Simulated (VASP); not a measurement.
Write the native input for VASP 6.6.1 that does the following.

| Property | Result |
| --- | --- |
| Task | relaxation of cell and atoms |
| Functional | PBE |
| Potentials or basis | VASP PAW PBE potentials, release 64 (Zr_sv, Pb_d, O) |
| Cutoff | 600 eV |
| k mesh | 4 × 4 × 2 |
| Occupations | gaussian, width 0.1 eV |
| Spin | no spin polarisation |
| Dipole correction | no |
| Further INCAR settings | ALGO = Normal; EDIFF = 1e-06; IBRION = 2; EDIFFG = -0.04; NSW = 90; ISIF = 3 |

The structure of Zr2PbO lies in POSCAR:

```
Zr2PbO
1.0
    4.2341427500      0.0000000000      0.0000000000
    0.0000000000      4.2341427500      0.0000000000
    0.0000000000      0.0000000000      8.4219983100
Zr Pb O
4 2 2
Direct
    0.0000000000      0.0000000000      0.0000000000
    0.5000000000      0.5000000000      0.0000000000
    0.0000000000      0.5000000000      0.6746896500
    0.5000000000      0.0000000000      0.3253103500
    0.0000000000      0.5000000000      0.3004739000
    0.5000000000      0.0000000000      0.6995261000
    0.0000000000      0.5000000000      0.9142350600
    0.5000000000      0.0000000000      0.0857649400
```

The cell was generated, and may not be a known phase.

The input as run:

INCAR

```
SYSTEM = Zr2PbO
ALGO     = Normal         ! electronic algorithm
EDIFF    = 1E-6           ! SCF threshold, eV
EDIFFG   = -0.04          ! ionic threshold
ENCUT    = 600            ! plane-wave cutoff, eV
GGA      = PE             ! functional
IBRION   = 2              ! ionic algorithm
ISIF     = 3              ! what is computed and relaxed
ISMEAR   = 0              ! smearing method
LASPH    = .True.         ! aspherical terms in the spheres
LCHARG   = .False.        ! write CHGCAR
LREAL    = .False.        ! projectors in reciprocal space
LWAVE    = .False.        ! write WAVECAR
NELM     = 60             ! most SCF steps
NSW      = 90             ! ionic steps
PREC     = Accurate       ! precision mode
SIGMA    = 0.1            ! smearing width, eV
```

KPOINTS

```
k-points
0
Gamma
  4 4 2
  0 0 0
```

Potentials or basis: VASP PAW PBE potentials, release 64 (Zr_sv, Pb_d, O).

Run with:

```console
$ cat potpaw_PBE.64/Zr_sv/POTCAR potpaw_PBE.64/Pb_d/POTCAR potpaw_PBE.64/O/POTCAR > POTCAR
$ mpirun -np 1 vasp_std > vasp.out
```

It gave:

```
Relaxed volume                        : 19.21 Å³/atom
Relaxed cell                          : a = 4.292 Å, b = 4.292 Å, c = 8.345 Å, α = 90.00°, β = 90.00°, γ = 90.00°
Space group after relaxing (to 0.1 Å) : P4/nmm (No. 129)
Energy gained by relaxing             : 70.3 meV/atom
Ionic steps                           : 7
Pressure after relaxing               : 0.1 GPa
Largest force after relaxing          : 0.010 eV/Å
Band gap on the k mesh                : zero (bands 44 and 45 overlap by 0.15 eV)
```

Caveat: the k points lie up to 0.38 Å⁻¹ apart in the final cell; spin-orbit coupling is left out, which moves the levels of the heavy elements.

Wall time 7.3 min on 1 thread of Intel(R) Xeon(R) 6975P-C (Granite Rapids), on a shared host, peak memory 0.36 GiB.
